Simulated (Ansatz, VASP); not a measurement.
PbSe: VASP beside Ansatz

Contents of INCAR:

```
PREC = Accurate ; ENCUT = 500
EDIFF = 1E-6 ; ISMEAR = 0
SIGMA = 0.2 ; LREAL = F
LASPH = T ; NELM = 120
ALGO = Normal ; ISIF = 2
LWAVE = F ; LCHARG = T
GGA = PE ; LELF = T
LVHAR = T ; NBANDS = 17
GGA_COMPAT = F
```

File KPOINTS:

```
Automatic mesh
0
Gamma
  4 4 4
```

File POSCAR:

```
PbSe
1.0
    0.0000000000      3.4232041310      3.4232041310
    3.4232041310      0.0000000000      3.4232041310
    3.4232041310      3.4232041310      0.0000000000
Pb Se
1 1
Direct
    0.0000000000      0.0000000000      0.0000000000
    0.2500000000      0.2500000000      0.2500000000
```

Input for Ansatz:

```yaml
crystal:
  lattice:
    - [0.0, 3.423204131, 3.423204131]
    - [3.423204131, 0.0, 3.423204131]
    - [3.423204131, 3.423204131, 0.0]
  atoms:
    - { symbol: Pb, position: [0.0, 0.0, 0.0] }
    - { symbol: Se, position: [0.25, 0.25, 0.25] }
kpoints:
  mp_grid: { grid: [4, 4, 4] }
hamiltonian:
  xc: pbe
scf:
  occupations: { method: gaussian, width: 0.2 }
  n_extra_bands: 4
output:
  forces: true
  stress: true
  eigenvalues: true
```

Alike in both runs: task single point; functional PBE; k mesh 4 × 4 × 4; occupations gaussian, width 0.2 eV; no spin polarisation.

|  | VASP | Ansatz |
| --- | --- | --- |
| version | VASP 6.6.1 | Ansatz 0.2.0 |
| potentials or method | VASP PAW PBE potentials, release 64 (Pb_d, Se) | plane waves |
| plane-wave cutoff (eV) | 500 | 420 |
| valence electrons in the cell | 20 | 30 |

|  | VASP | Ansatz | Ansatz less VASP |
| --- | --- | --- | --- |
| pressure (GPa) | 0.7 | 0.7 | +0.01 |

VASP's potentials hold 20 valence electrons a cell and Ansatz's 30, so a difference there can come from the potentials and not from the codes.

Spin-orbit coupling is off throughout.
